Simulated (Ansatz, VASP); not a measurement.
## Ta2C in VASP and in Ansatz

The input INCAR:

```
PREC = Accurate
ENCUT = 600
EDIFF = 1E-6
ISMEAR = 1
SIGMA = 0.15
LREAL = False
LASPH = True
NELM = 100
ALGO = Normal
ISIF = 3
LWAVE = False
LCHARG = False
GGA = PS
IVDW = 12
IBRION = 2
NSW = 80
EDIFFG = -0.005
```

The input KPOINTS:

```
Automatic mesh
0
Gamma
  10 10 6
```

File POSCAR:

```
Ta2C
1.0
    3.1059000000      0.0000000000      0.0000000000
   -1.5529500000      2.6897883016      0.0000000000
    0.0000000000      0.0000000000      4.9464000000
Ta C
2 1
Direct
    0.3333333333      0.6666666667      0.2520100000
    0.6666666667      0.3333333333      0.7479900000
    0.0000000000      0.0000000000      0.0000000000
```

Input for Ansatz:

```yaml
crystal:
  lattice:
    a: 3.1059
    b: 3.1059
    c: 4.9464
    alpha: 90.0
    beta: 90.0
    gamma: 120.0
  space_group: 164
  atoms:
    - { symbol: Ta, position: [0.3333333333333333, 0.6666666666666666, 0.25201] }
    - { symbol: C, position: [0.0, 0.0, 0.0] }
basis:
  ecutwfc: 420.0
kpoints:
  mp_grid:
    grid: [10, 10, 6]
hamiltonian:
  xc: pbesol
  dispersion: d3bj
scf:
  occupations:
    method: methfessel_paxton
    width: 0.15
relax:
  f_tol: 0.005
  cell: {}
```

Alike in both runs: task relaxation of cell and atoms; functional PBEsol; dispersion D3(BJ); k mesh 10 × 10 × 6; occupations methfessel-paxton of order 1, width 0.15 eV; no spin polarisation.

```csv
,VASP,Ansatz
version,VASP 6.6.1,Ansatz 0.2.0
potentials or method,"VASP PAW PBE potentials, release 64 (Ta_pv, C), cutoff 600 eV","plane waves, PAW"
valence electrons in the cell,26,30
```

VASP gave:

```
relaxed volume (Å³/atom)                                     : 13.32
relaxed cell length with the largest relative difference (Å) : 3.074
```

**Question.** Estimate Ansatz's values.

**Answer.** Relaxed volume (Å³/atom): 13.30; relaxed cell length with the largest relative difference (Å): 3.072.

VASP's potentials were made for PBE, not for PBEsol. VASP's potentials hold 26 valence electrons a cell and Ansatz's 30, so a difference there can come from the potentials and not from the codes.

Neither program's run includes spin-orbit coupling.
